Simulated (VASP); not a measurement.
Input of a VASP 6.6.1 run:

File INCAR:

```
ALGO     = Fast           # electronic algorithm
EDIFF    = 1E-7           # SCF threshold, eV
EDIFFG   = -0.001         # ionic threshold
ENCUT    = 600            # plane-wave cutoff, eV
GGA      = CA             # functional
IBRION   = 2              # ionic algorithm
ISIF     = 3              # what is computed and relaxed
ISMEAR   = -1             # smearing method
LASPH    = T              # aspherical terms in the spheres
LCHARG   = F              # write CHGCAR
LREAL    = F              # projectors in reciprocal space
LWAVE    = F              # write WAVECAR
NELM     = 80             # most SCF steps
NSW      = 80             # ionic steps
PREC     = Accurate       # precision mode
PSTRESS  = 30.0         
SIGMA    = 0.15           # smearing width, eV
```

Contents of KPOINTS:

```
k-points
0
Gamma
  14 14 10
```

File POSCAR:

```
ZrHg
1.0
    3.0847426118      0.0000000000      0.0000000000
    0.0000000000      3.0847426118      0.0000000000
    0.0000000000      0.0000000000      4.1967569374
Zr Hg
1 1
Direct
    0.5000000000      0.5000000000      0.5000000000
    0.0000000000      0.0000000000      0.0000000000
```

Potentials or basis: VASP PAW LDA potentials, release 64 (Zr_sv, Hg).

Run with:

```bash
$ cat potpaw_LDA.64/Zr_sv/POTCAR potpaw_LDA.64/Hg/POTCAR > POTCAR
$ mpirun -np 1 vasp_std > vasp.out
```

**Question.** What does it give for the relaxed cell?

**Answer.** a = 3.062 Å, b = 3.062 Å, c = 4.191 Å, α = 90.00°, β = 90.00°, γ = 90.00°.

**Question.** Predict the relaxed volume.

**Answer.** 19.65 Å³/atom.

Final structure:
```cif
data_structure
_symmetry_space_group_name_H-M 'P 1'
_symmetry_Int_Tables_number 1
_cell_length_a 3.0621
_cell_length_b 3.0621
_cell_length_c 4.1909
_cell_angle_alpha 90.000
_cell_angle_beta 90.000
_cell_angle_gamma 90.000
_cell_volume 39.29
loop_
_atom_site_label
_atom_site_type_symbol
_atom_site_fract_x
_atom_site_fract_y
_atom_site_fract_z
_atom_site_occupancy
Zr1 Zr 0.50000 0.50000 0.50000 1
Hg1 Hg 0.00000 0.00000 0.00000 1
```

Caveat: the cell is relaxed towards a set pressure, so the run minimises the enthalpy, not the energy. Zero-point motion and thermal expansion aren't in these numbers.
